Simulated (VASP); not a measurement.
Runs of VASP 6.6.1 on Hg. The structure is that of space group Fm-3m (No. 225), or close to it. The cells are those of the table. 

```csv
task,level,potentials or basis,U,cell,k mesh,cutoff (eV),smearing,second run,LDAUTYPE,hund's J,gap on the mesh (eV),pressure (GPa)
electric field gradients,PBE,"VASP PAW PBE potentials, release 64 (Hg)",-,"a = 3.383 Å, angles 60.0°, 1 atom",6 × 6 × 6,400,methfessel-paxton 0.272114 eV,-,-,-,none,1.5
single point,PBE,"VASP PAW PBE potentials, release 64 (Hg_sv_GW)",-,"a = 3.383 Å, angles 60.0°, 1 atom",1 × 1 × 1,500,gaussian 0.1 eV,valence_matched,-,-,19.12,-60.9
single point,PBE+U,"VASP PAW PBE potentials, release 64 (Hg)","Hg d U = 8.5 eV, J = 0.63 eV","a = 3.383 Å, angles 60.0°, 1 atom",8 × 8 × 8,520,gaussian 0.1 eV,-,1,0.63,none,1.6
electric field gradients,PBE,"VASP PAW PBE potentials, release 64 (Hg)",-,"a = 3.383 Å, angles 60.0°, 1 atom",8 × 8 × 8,400,gaussian 0.1 eV,-,-,-,none,1.9
single point,PBE+U,"VASP PAW PBE potentials, release 64 (Hg_sv_GW)","Hg d U = 8.5 eV, J = 0.63 eV","a = 3.383 Å, angles 60.0°, 1 atom",8 × 8 × 8,500,gaussian 0.1 eV,valence_matched,1,0.63,none,1.9
single point,revPBE,"VASP PAW PBE potentials, release 64 (Hg)",-,"a = 3.383 Å, angles 60.0°, 1 atom",8 × 8 × 8,520,fermi-dirac 0.1 eV,-,-,-,none,3.3
single point,LDA,"VASP PAW LDA potentials, release 64 (Hg)",-,"a = 3.383 Å, angles 60.0°, 1 atom",8 × 8 × 8,520,gaussian 0.1 eV,-,-,-,none,(b)
relaxation of cell and atoms,PBE,"VASP PAW PBE potentials, release 64 (Hg)",-,"relaxed to -3 GPa from a = 3.383 Å, angles 60.0°, 1 atom",8 × 8 × 8,600,gaussian 0.1 eV,-,-,-,(c),-3.0
single point,PBE,"VASP PAW PBE potentials, release 64 (Hg)",-,"a = 3.383 Å, angles 60.0°, 1 atom",8 × 8 × 8,520,gaussian 0.1 eV,-,-,-,none,1.9
single point,PBE,"VASP PAW PBE potentials, release 64 (Hg)",-,"a = 3.449 Å, angles 60.0°, 1 atom",8 × 8 × 8,520,gaussian 0.019 eV,-,-,-,none,0.8
single point,RPBE,"VASP PAW PBE potentials, release 64 (Hg)",-,"a = 3.383 Å, angles 60.0°, 1 atom","8 × 8 × 8, shifted",520,gaussian 0.1 eV,-,-,-,none,(a)
single point,PBE,"VASP PAW PBE potentials, release 64 (Hg)",-,"a = 3.383 Å, angles 60.0°, 1 atom",8 × 8 × 8,500,gaussian 0.1 eV,-,-,-,none,1.9
```

Alike in all rows: no spin polarisation.

**Question.** Fill in the values left out.

**Answer.** (a) 3.4; (b) -3.7; (c) 4.58.

Caveats: some runs use coarse meshes; spin-orbit coupling is left out, which moves the levels of the heavy elements; U without spin polarisation on a metal has little footing (some runs); the U is typed as a test and isn't derived for this compound (some runs); the PAW data sets were made with another functional, which shifts forces and pressure a little (some runs); the cell is relaxed towards a set pressure, so the enthalpy falls and the energy may rise (some runs).

A k mesh can miss the band edges, and the runs leave out spin-orbit coupling on Hg.

A gap of «none» marks levels without a gap at the run's occupations.

The runs don't all hold the same shells in valence.
